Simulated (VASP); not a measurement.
A run of VASP 6.6.1:

Contents of INCAR:

```
  PREC = Accurate
  ENCUT = 500
  EDIFF = 1E-6
  ISMEAR = -1
  SIGMA = 0.3
  LREAL = F
  LASPH = T
  NELM = 120
  ALGO = Normal
  ISIF = 2
  LWAVE = F
  LCHARG = F
  GGA = CA
  NBANDS = 11
  GGA_COMPAT = F
```

Contents of KPOINTS:

```
Automatic mesh
0
Gamma
  10 10 10
```

POSCAR

```
Si
1.0
    0.0000000000      2.7016643793      2.7016643793
    2.7016643793      0.0000000000      2.7016643793
    2.7016643793      2.7016643793      0.0000000000
Si
2
Direct
    0.5000000000      0.5000000000      0.5000000000
    0.7500000000      0.7500000000      0.7500000000
```

Potentials or basis: VASP PAW LDA potentials, release 64 (Si).

Command:

```bash
$ cat potpaw_LDA.64/Si/POTCAR > POTCAR
$ mpirun -np 1 vasp_std > vasp.out
```

Hardware: 1 thread of Intel Xeon 6975P-C (shared host).

**Question.** How long does it take, and how much memory?

**Answer.** Run time: 11 s on 1 thread of Intel Xeon 6975P-C (shared host), peak memory 0.13 GiB. Counts: scf iterations 11, k points 47.
